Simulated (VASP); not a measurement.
Input of a VASP 6.6.1 run:

File INCAR:

```
SYSTEM = KRe
PREC = Accurate
ENCUT = 520
EDIFF = 1E-6
ISMEAR = 0
SIGMA = 0.1
LREAL = .FALSE.
LASPH = .TRUE.
NELM = 80
ALGO = Normal
ISIF = 2
LWAVE = .FALSE.
LCHARG = .TRUE.
GGA = PE
LELF = .TRUE.
LVHAR = .TRUE.
NBANDS = 33
```

KPOINTS

```
regular mesh
0
G
  6 6 4
  0 0 0
```

The input POSCAR:

```
KRe
1.0
    5.9342970023      0.0000000000      0.0000000000
   -2.9671485012      5.1392519577      0.0000000000
    0.0000000000      0.0000000000      4.7878987178
K Re
3 3
Direct
    0.5000000000      0.0000000000      0.0000000000
    0.5000000000      0.5000000000      0.0000000000
    0.0000000000      0.5000000000      0.0000000000
    0.0000000000      0.0000000000      0.0000000000
    0.3333333333      0.6666666667      0.5000000000
    0.6666666667      0.3333333333      0.5000000000
```

Potentials or basis: VASP PAW PBE potentials, release 64 (K_sv, Re).

Run with:

```sh
$ cat potpaw_PBE.64/K_sv/POTCAR potpaw_PBE.64/Re/POTCAR > POTCAR
$ mpirun -np 1 vasp_std > vasp.out
```

(1) What does it give for the band gap on the k mesh?

(2) What does it give for the pressure?

Results:

(1) zero (bands 24 and 25 overlap by 0.16 eV).

(2) 5.1 GPa.

Caveat: the stress differs along the axes, from -0 to 16 GPa; spin-orbit coupling is left out, which moves the levels of the heavy elements.
